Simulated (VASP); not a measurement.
Wanted: the native input for a VASP 6.6.1 run.

- Task: single point
- Functional: PBE
- Potentials or basis: VASP PAW PBE potentials, release 64 (Sr_sv, O)
- Cutoff: 520 eV
- k mesh: 9 × 9 × 9
- Occupations: gaussian, width 0.028 eV
- Spin: no spin polarisation
- Dipole correction: no
- Further INCAR settings: ALGO = Normal; EDIFF = 1e-07; NBANDS = 15

The structure of SrO lies in POSCAR:

```
SrO
1.0
    0.0000000000      2.5663000000      2.5663000000
    2.5663000000      0.0000000000      2.5663000000
    2.5663000000      2.5663000000      0.0000000000
Sr O
1 1
Direct
    0.5000000000      0.5000000000      0.5000000000
    0.0000000000      0.0000000000      0.0000000000
```

One way to write it, as run:

INCAR

```
SYSTEM = SrO
ALGO     = Normal         ! electronic algorithm
EDIFF    = 1E-7           ! SCF threshold, eV
ENCUT    = 520            ! plane-wave cutoff, eV
GGA      = PE             ! functional
ISIF     = 2              ! what is computed and relaxed
ISMEAR   = 0              ! smearing method
LASPH    = .True.         ! aspherical terms in the spheres
LCHARG   = .True.         ! write CHGCAR
LELF     = .True.         ! ELF
LREAL    = .False.        ! projectors in reciprocal space
LVHAR    = .True.       
LWAVE    = .False.        ! write WAVECAR
NBANDS   = 15             ! bands
NELM     = 80             ! most SCF steps
PREC     = Accurate       ! precision mode
SIGMA    = 0.028000000000000004 ! smearing width, eV
```

KPOINTS

```
k-points
0
Gamma
  9 9 9
  0 0 0
```

Potentials or basis: VASP PAW PBE potentials, release 64 (Sr_sv, O).

The run is started by

```bash
$ cat potpaw_PBE.64/Sr_sv/POTCAR potpaw_PBE.64/O/POTCAR > POTCAR
$ mpirun -np 1 vasp_std > vasp.out
```

It gave:

- Pressure: 3.9 GPa
- Band gap on the k mesh: 3.32 eV (least direct gap 3.41 eV)

Caveat: the cell stands under pressure; an odd mesh through Γ misses points on the zone boundary, where band edges can lie.

Wall time 27 s on 1 thread of AMD EPYC 9R14 (Zen 4), on a shared host, peak memory 0.13 GiB.
